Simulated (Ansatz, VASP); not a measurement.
Pb in VASP and in Ansatz

```
CELL_PARAMETERS angstrom
3.40956 0.00000 0.00000
-1.70478 2.95277 0.00000
0.00000 0.00000 5.47686
ATOMIC_POSITIONS crystal
Pb 0.33333 0.66667 0.25000
Pb 0.66667 0.33333 0.75000
```

Change from the starting cell: volume scaled by 0.9405.

Alike in both runs: task single point; functional PBEsol; k mesh 12 × 12 × 7; occupations fermi-dirac, width 0.05 eV; no spin polarisation.

|  | VASP | Ansatz |
| --- | --- | --- |
| version | VASP 6.6.1 | Ansatz 0.2.0 |
| potentials or method | VASP PAW PBE potentials, release 64 (Pb_d), cutoff 520 eV | all-electron LAPW, scalar-relativistic |

Ansatz gave:

```
pressure (GPa)                                                : 4.6
traceless stress, the component that is largest in VASP (GPa) : -0.47
```

Problem. Estimate VASP's values.

Solution. Pressure (GPa): 4.5; traceless stress, the component that is largest in VASP (GPa): -0.45.

VASP's potentials were made for PBE, not for PBEsol. Ansatz ran all-electron here, and VASP with PAW potentials.

Spin-orbit coupling is off throughout.
